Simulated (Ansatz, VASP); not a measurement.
One calculation of O, two programs

```xyz
2
Lattice="2.8323 -1.6513 0.0000 2.8323 1.6513 0.0000 -2.3784 0.0000 3.6226" Properties=species:S:1:pos:R:3 pbc="T T T"
O     3.5119    0.0000    3.0590
O    -0.2258    0.0000    0.5636
```

Alike in both runs: task single point; functional LDA; k mesh 10 × 10 × 7; occupations fermi-dirac, width 0.05 eV; no spin polarisation.

|  | VASP | Ansatz |
| --- | --- | --- |
| version | VASP 6.6.1 | Ansatz 0.2.0 |
| potentials or method | VASP PAW LDA potentials, release 64 (O) | Ansatz PAW |
| plane-wave cutoff (eV) | 520 | 420 |
| valence electrons in the cell | 12 | 12 |

|  | VASP | Ansatz | Ansatz less VASP |
| --- | --- | --- | --- |
| gap on the k mesh at the Fermi level (eV) | none | none | - |
| pressure (GPa) | -3.0 | -5.8 | -2.74 |
| traceless stress, the component that is largest in VASP (GPa) | -2.76 | 0.23 | +2.988 |
| rms of the force components (eV/Å) | 0.362 | 0.571 | +0.2084 |

LDA's correlation is that of Perdew and Zunger in VASP and of Perdew and Wang (1992) in Ansatz. Atom by atom the forces differ by 0.914 eV/Å (rms over components). A gap of «none» marks a metal or a gap that the smearing closes.

Noted on VASP's run: the standard files for N, O and F lose accuracy on very short bonds; spin is off for a triplet molecule. Noted on Ansatz's run: Pulay correction over one GPa; spin is off for a triplet molecule.
